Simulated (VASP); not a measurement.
The system is BaTe.

```
Ba Te
1.0
     0.00000    3.53239    3.53239
     3.53239    0.00000    3.53239
     3.53239    3.53239    0.00000
Ba Te
1 1
Direct
  0.00000 0.00000 0.00000
  0.50000 0.50000 0.50000
```

Base run:

* Program: VASP 6.6.1
* Functional: r2SCAN
* Potentials or basis: VASP PAW PBE potentials, release 64 (Ba_sv, Te)
* Cutoff: 520 eV
* k mesh: 4 × 4 × 4
* Occupations: gaussian, width 0.01 eV
* Spin: no spin polarisation

Its results: band gap on the k mesh 1.93 eV (least direct gap 2.31 eV); pressure 0.3 GPa.

After a change of settings the same cell gave: band gap on the k mesh 2.61 eV (least direct gap 3.05 eV); pressure -0.2 GPa. Which change was it?
A. functional from r2SCAN to PBE-based screened hybrid with 35 % exact exchange; further incar settings from ALGO = Normal; EDIFF = 1e-06; NBANDS = 15 to ALGO = Normal; EDIFF = 1e-07; NBANDS = 15
B. functional from r2SCAN to PBE-based screened hybrid with 40 % exact exchange
C. occupations from gaussian, width 0.01 eV to gaussian, width 0.2 eV
D. functional from r2SCAN to HSE06; further incar settings from ALGO = Normal; EDIFF = 1e-06; NBANDS = 15 to ALGO = Normal; EDIFF = 1e-07; NBANDS = 15

A.

Caveats: the PAW data sets were made with another functional, which shifts forces and pressure a little; spin-orbit coupling is left out, which moves the levels of the heavy elements.
